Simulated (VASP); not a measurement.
## Ta3SnO4: single point with PBE

Crystal: Ta3SnO4.

```
CELL_PARAMETERS angstrom
4.52693 0.00000 0.00000
0.00000 4.52693 0.00000
0.00000 0.00000 4.52693
ATOMIC_POSITIONS crystal
Ta 0.00000 0.50000 0.50000
Ta 0.50000 0.00000 0.50000
Ta 0.50000 0.50000 0.00000
Sn 0.00000 0.00000 0.00000
O 0.50000 0.00000 0.00000
O 0.50000 0.50000 0.50000
O 0.00000 0.00000 0.50000
O 0.00000 0.50000 0.00000
```

The cell was built from a structure type or drawn by symmetry, and may not be a known phase.

```
Program                : VASP 6.6.1
Task                   : single point
Functional             : PBE
Potentials or basis    : VASP PAW PBE potentials, release 64 (Ta_pv, Sn_d, O)
Cutoff                 : 520 eV
k mesh                 : 4 × 4 × 4
Occupations            : gaussian, width 0.1 eV
Spin                   : no spin polarisation
Dipole correction      : no
Further INCAR settings : ALGO = Normal; EDIFF = 1e-07; NBANDS = 46
```

| Quantity | Value |
| --- | --- |
| Pressure | 16.3 GPa |
| Band gap on the k mesh | zero (an odd number of electrons rules out a gap without spin polarisation) |

Levels at points of the mesh, in eV from the Fermi level:
```tsv
k point	band 31	band 32	band 33	band 34	band 35	band 36	band 37	band 38	band 39	band 40
(0.00, 0.00, 0.00)	-5.74	-4.00	-4.00	-4.00	-0.41	-0.41	-0.41	-0.40	0.63	0.63
(0.50, 0.00, 0.00)	-3.55	-2.01	-1.37	-0.89	-0.89	-0.57	-0.22	-0.22	1.03	1.03
(0.50, 0.50, 0.00)	-0.62	-0.50	-0.17	-0.17	-0.11	0.05	0.05	0.47	0.54	1.02
(0.50, 0.50, 0.50)	0.17	0.17	0.17	0.55	0.65	0.65	0.65	1.45	1.45	1.45
```

It took 24 s on 1 thread of Intel(R) Xeon(R) 6975P-C (Granite Rapids), on a shared host, peak memory 0.21 GiB.

Caveat: the cell stands under pressure; spin-orbit coupling is left out, which moves the levels of the heavy elements; an odd number of electrons without spin polarisation forces a metal; a magnetic or distorted state may lie lower.
